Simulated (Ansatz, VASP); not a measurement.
## Ge in VASP and in Ansatz

```xyz
12
Lattice="5.9300 0.0000 0.0000 0.0000 5.9300 0.0000 0.0000 0.0000 6.9800" Properties=species:S:1:pos:R:3 pbc="T T T"
Ge    0.5408    0.5408    0.0000
Ge    2.4242    3.5058    5.2350
Ge    5.3892    5.3892    3.4900
Ge    3.5058    2.4242    1.7450
Ge    1.0259    2.2439    1.7352
Ge    0.7211    3.9909    6.9702
Ge    4.9041    3.6861    5.2252
Ge    5.2089    1.9391    3.4802
Ge    3.9909    0.7211    0.0098
Ge    3.6861    4.9041    1.7548
Ge    1.9391    5.2089    3.4998
Ge    2.2439    1.0259    5.2448
```

Alike in both runs: task relaxation of cell and atoms; functional BLYP; k mesh 3 × 3 × 3; occupations fermi-dirac, width 0.05 eV; no spin polarisation.

|  | VASP | Ansatz |
| --- | --- | --- |
| version | VASP 6.6.1 | Ansatz 0.2.0 |
| potentials or method | VASP PAW PBE potentials, release 64 (Ge_d), cutoff 600 eV | plane waves (420 eV) with PAW, scalar-relativistic |
| valence electrons in the cell | 168 | 168 |

```csv
,VASP,Ansatz,Ansatz less VASP
relaxed volume (Å³/atom),23.72,23.63,-0.093
relaxed length of the cell vector where the two differ most in proportion (Å),6.169,6.160,-0.0087
```

VASP's potentials were made for PBE, not for BLYP.

Noted on VASP's run: the volume moved by over 15 % at a fixed basis, so the end points are rough.
